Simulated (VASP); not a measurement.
# MgO (Fm-3m) in VASP: single point with PBE

Aim: the single point of MgO with PBE.

Everything below comes from runs of VASP 6.6.1. Logs are shortened: lines on timing, memory, paths and dates and some standing lists are left out, and cuts for length are marked.

### Step 1. The cell of the first run

It takes space group Fm-3m (No. 225, cubic). The conventional cell has a = 4.313 Å, b = 4.313 Å, c = 4.313 Å, α = 90.00°, β = 90.00°, γ = 90.00°. Within 2.9 Å of Mg (site symmetry m-3m) lie 6 O at 2.16 Å. Within 2.9 Å of O (site symmetry m-3m) lie 6 Mg at 2.16 Å.

### Step 2. Single point, PBE

Input file INCAR:

```
  PREC = Accurate
  ENCUT = 840
  EDIFF = 1E-6
  ISMEAR = 0
  SIGMA = 0.01
  LREAL = F
  LASPH = T
  NELM = 120
  ALGO = Normal
  ISIF = 2
  LWAVE = F
  LCHARG = F
  GGA = PE
  NBANDS = 15
  GGA_COMPAT = F
```

Input file KPOINTS:

```
Automatic mesh
0
Gamma
  8 8 8
```

Input file POSCAR:

```
MgO
1.0
    0.0000000000      2.1565930333      2.1565930333
    2.1565930333      0.0000000000      2.1565930333
    2.1565930333      2.1565930333      0.0000000000
Mg O
1 1
Direct
    0.0000000000      0.0000000000      0.0000000000
    0.5000000000      0.5000000000      0.5000000000
```

Potentials or basis: VASP PAW PBE potentials, release 64 (Mg_sv, O).

The run is started by

```
$ cat potpaw_PBE.64/Mg_sv/POTCAR potpaw_PBE.64/O/POTCAR > POTCAR
$ mpirun -np 1 vasp_std > vasp.out
```

OUTCAR:

```text
PREC = Accurate
   ENCUT = 840
   EDIFF = 1E-6
   ISMEAR = 0
   LREAL = F
   LASPH = T
   NELM = 120
   ISIF = 2
   GGA = PE

 ion  position               nearest neighbor table
   1  0.000  0.000  0.000-
   2  0.500  0.500  0.500-

  LATTYP: Found a face centered cubic cell.
 ALAT       =     4.3131860666

  Lattice vectors:

 A1 = (   0.0000000000,   2.1565930333,   2.1565930333)
 A2 = (   2.1565930333,   0.0000000000,   2.1565930333)
 A3 = (   2.1565930333,   2.1565930333,   0.0000000000)

Analysis of symmetry for initial positions (statically):
=====================================================================
 Subroutine PRICEL returns:
 Original cell was already a primitive cell.

 Routine SETGRP: Setting up the symmetry group for a
 face centered cubic supercell.

 Subroutine GETGRP returns: Found 48 space group operations
 (whereof 48 operations were pure point group operations)
 out of a pool of 48 trial point group operations.

The static configuration has the point symmetry O_h .

Analysis of symmetry for dynamics (positions and initial velocities):
=====================================================================
 Subroutine PRICEL returns:
 Original cell was already a primitive cell.

 Routine SETGRP: Setting up the symmetry group for a
 face centered cubic supercell.

 Subroutine GETGRP returns: Found 48 space group operations
 (whereof 48 operations were pure point group operations)
 out of a pool of 48 trial point group operations.

The dynamic configuration has the point symmetry O_h .

 Subroutine INISYM returns: Found 48 space group operations
 (whereof 48 operations are pure point group operations),
 and found     1 'primitive' translations

----------------------------------------------------------------------------------------

                                     Primitive cell

  volume of cell :      20.0602

  direct lattice vectors                    reciprocal lattice vectors
     0.000000000  2.156593033  2.156593033    -0.231847174  0.231847174  0.231847174
     2.156593033  0.000000000  2.156593033     0.231847174 -0.231847174  0.231847174
     2.156593033  2.156593033  0.000000000     0.231847174  0.231847174 -0.231847174

  length of vectors
     3.049883116  3.049883116  3.049883116     0.401571085  0.401571085  0.401571085

  position of ions in fractional coordinates (direct lattice)
[... 88 lines left out ...]
   TEBEG  =    0.0;   TEEND  =   0.0 temperature during run
   PSTRESS=    0.0 pullay stress
   NELECT =      16.0000    total number of electrons
   NUPDOWN=      -1.0000    fix difference up-down
   EMIN   =  10.00;   EMAX   =-10.00  energy-range for DOS
   EFERMI =   0.00;   METHOD = LEGACY
   ISMEAR =     0;   SIGMA  =   0.01  broadening in eV -4-tet -1-fermi 0-gaus
   EFERMI_NEDOS =   21; number of points for ismear=-14 and -15
   IALGO  =     38    algorithm
   IMIX   =      4    mixing-type and parameters
     AMIX     =   0.40;   BMIX     =  1.00
     AMIX_MAG =   1.60;   BMIX_MAG =  1.00
  volume/ion in A,a.u.               =      10.03        67.69
  Fermi-wavevector in a.u.,A,eV,Ry     =   1.518227  2.869032 31.361597  2.305012
  Thomas-Fermi vector in A             =   2.627376
   LORBIT       =      0    0 simple, 1 ext, 2 COOP (PROOUT), +10 PAW based schemes
   GGA     = PE    functional components
   LHFCALC =     F    Hartree Fock is set to
   AEXX    =    0.0000 exact exchange contribution
   IVDW    =     0    specifies the selected vdW correction
   LEPSILON=     F    determine dielectric tensor
   LRPA    =     F    only Hartree local field effects (RPA)
 non-spin polarized calculation
 Gauss-broadening in eV      SIGMA  =   0.01
  energy-cutoff  :      840.00
  volume of cell :       20.06
 maximum number of plane-waves:      1124
 NGX is ok and might be reduce to    30
   NGX = 15   NGY = 15   NGZ = 15

 number of electron      15.9999999 magnetization

 Free energy of the ion-electron system (eV)
  ---------------------------------------------------
  ext. energy  EPLUGINS =         0.00000000
  ---------------------------------------------------
  free energy    TOTEN  =       -11.87235997 eV

  energy without entropy =      -11.87235997  energy(sigma->0) =      -11.87235997

 E-fermi :   2.5658     XC(G=0): -11.0382

 val. band max:        2.4234853477   @ k =   0.0000   0.0000   0.0000
 cond. band min:       6.5030734991   @ k =   0.0000   0.0000   0.0000
 fundamental gap:      4.0795881514
 Fermi energy:         2.5657560892

 k-point     1 :       0.0000    0.0000    0.0000
  band No.  band energies     occupation
      1     -70.0992      2.00000
      2     -36.8319      2.00000
      3     -36.8319      2.00000
      4     -36.8319      2.00000
      5     -14.4789      2.00000
      6       2.4235      2.00000
      7       2.4235      2.00000
      8       2.4235      2.00000
      9       6.5031      0.00000
     10      17.8231      0.00000
     11      17.8231      0.00000
     12      17.8231      0.00000
     13      21.5523      0.00000
     14      23.2539      0.00000
[... 401 lines left out ...]
      2     -36.8864      2.00000
      3     -36.8548      2.00000
      4     -36.8444      2.00000
      5     -13.2211      2.00000
      6      -1.2974      2.00000
      7       0.6495      2.00000
      8       1.5284      2.00000
      9      11.6055      0.00000
     10      13.9355      0.00000
     11      15.2213      0.00000
     12      18.4895      0.00000
     13      22.1324      0.00000
     14      23.5762      0.00000
     15      27.4939      0.00000

 [... further k-points ...]

------------------------ aborting loop because EDIFF is reached ----------------------------------------

  FORCE on cell =-STRESS in cart. coord.  units (eV):
  Direction    XX          YY          ZZ          XY          YZ          ZX
  --------------------------------------------------------------------------------------
  -------------------------------------------------------------------------------------
  Total       -0.7147272     -0.7147272     -0.7147272      0.0000000      0.0000000      0.0000000
  in kB      -57.0842511    -57.0842511    -57.0842511      0.0000000      0.0000000      0.0000000
  external PRESSURE =     -57.0842511 kB  Pullay stress =       0.0000000 kB

 VOLUME and BASIS-vectors are now :
 -----------------------------------------------------------------------------
  energy-cutoff  :      840.00
  volume of cell :       20.06
      direct lattice vectors                 reciprocal lattice vectors
     0.000000000  2.156593033  2.156593033    -0.231847174  0.231847174  0.231847174
     2.156593033  0.000000000  2.156593033     0.231847174 -0.231847174  0.231847174
     2.156593033  2.156593033  0.000000000     0.231847174  0.231847174 -0.231847174

 POSITION                                       TOTAL-FORCE (eV/Angst)
 -----------------------------------------------------------------------------------
      0.00000      0.00000      0.00000         0.000000      0.000000     -0.000000
      2.15659      2.15659      2.15659        -0.000000     -0.000000      0.000000
 -----------------------------------------------------------------------------------
    total drift:                                0.000000      0.000000      0.000000

  FREE ENERGIE OF THE ION-ELECTRON SYSTEM (eV)
  ---------------------------------------------------
  free  energy   TOTEN  =       -11.8723599742 eV

  energy  without entropy=      -11.8723599742  energy(sigma->0) =      -11.87235997
```

OSZICAR:

```text
N       E                     dE             d eps       ncg     rms          rms(c)
DAV:   1     0.155611404410E+03    0.15561E+03   -0.13510E+04   870   0.176E+03
DAV:   2    -0.758357163680E+01   -0.16319E+03   -0.15516E+03  1045   0.423E+02
DAV:   3    -0.133929276881E+02   -0.58094E+01   -0.57869E+01  1173   0.768E+01
DAV:   4    -0.134650423510E+02   -0.72115E-01   -0.72097E-01  1003   0.867E+00
DAV:   5    -0.134664058051E+02   -0.13635E-02   -0.13634E-02  1116   0.936E-01    0.863E+00
DAV:   6    -0.119010718568E+02    0.15653E+01   -0.27102E+00   919   0.147E+01    0.296E+00
DAV:   7    -0.118843707840E+02    0.16701E-01   -0.12984E-01  1031   0.337E+00    0.177E+00
DAV:   8    -0.118731984362E+02    0.11172E-01   -0.41080E-02  1080   0.229E+00    0.332E-01
DAV:   9    -0.118721464336E+02    0.10520E-02   -0.36701E-03  1003   0.545E-01    0.102E-01
DAV:  10    -0.118723719073E+02   -0.22547E-03   -0.29399E-04  1066   0.193E-01    0.532E-02
DAV:  11    -0.118723598798E+02    0.12027E-04   -0.28850E-05  1066   0.586E-02    0.556E-03
DAV:  12    -0.118723599742E+02   -0.94421E-07   -0.72043E-07   848   0.129E-02
   1 F= -.11872360E+02 E0= -.11872360E+02  d E =-.410943E-92
```

It took 13 s on 1 thread of AMD EPYC 7R13 (Zen 3), shared host; peak memory 0.14 GiB.

What came out:

```yaml
Free_energy: -11.8724 eV
Pressure: -5.7 GPa
Band_gap_on_the_k_mesh: 4.08 eV
```

Caveat: the cell stands under tension.
